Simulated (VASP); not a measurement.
A run of VASP 6.6.1 is set up as follows.

Contents of INCAR:

```
PREC     = Accurate       # precision mode
ENCUT    = 600            # plane-wave cutoff, eV
EDIFF    = 1E-7           # SCF threshold, eV
ISMEAR   = 0              # smearing method
SIGMA    = 0.1            # smearing width, eV
LREAL    = F              # projectors in reciprocal space
LASPH    = T              # aspherical terms in the spheres
NELM     = 60             # most SCF steps
ALGO     = Fast           # electronic algorithm
ISIF     = 3              # what is computed and relaxed
LWAVE    = F              # write WAVECAR
LCHARG   = F              # write CHGCAR
IBRION   = 2              # ionic algorithm
NSW      = 70             # ionic steps
EDIFFG   = -0.005         # ionic threshold
```

File KPOINTS:

```
regular mesh
0
Gamma
  10 10 10
```

Contents of POSCAR:

```
NbZn3
1.0
    3.9376717339      0.0000000000      0.0000000000
    0.0000000000      3.9376717339      0.0000000000
    0.0000000000      0.0000000000      3.9376717339
Nb Zn
1 3
Direct
    0.0000000000      0.0000000000      0.0000000000
    0.0000000000      0.5000000000      0.5000000000
    0.5000000000      0.0000000000      0.5000000000
    0.5000000000      0.5000000000      0.0000000000
```

Potentials or basis: VASP PAW LDA potentials, release 64 (Nb_sv, Zn).

Launch:

```console
$ cat potpaw_LDA.64/Nb_sv/POTCAR potpaw_LDA.64/Zn/POTCAR > POTCAR
$ mpirun -np 1 vasp_std > vasp.out
```

(1) Predict the relaxed volume.

(2) Predict the space group after relaxing (to 0.1 Å).

(3) Predict the band gap on the k mesh.

Answers

(1) 14.18 Å³/atom.

(2) Pm-3m (No. 221).

(3) zero (an odd number of electrons rules out a gap without spin polarisation).
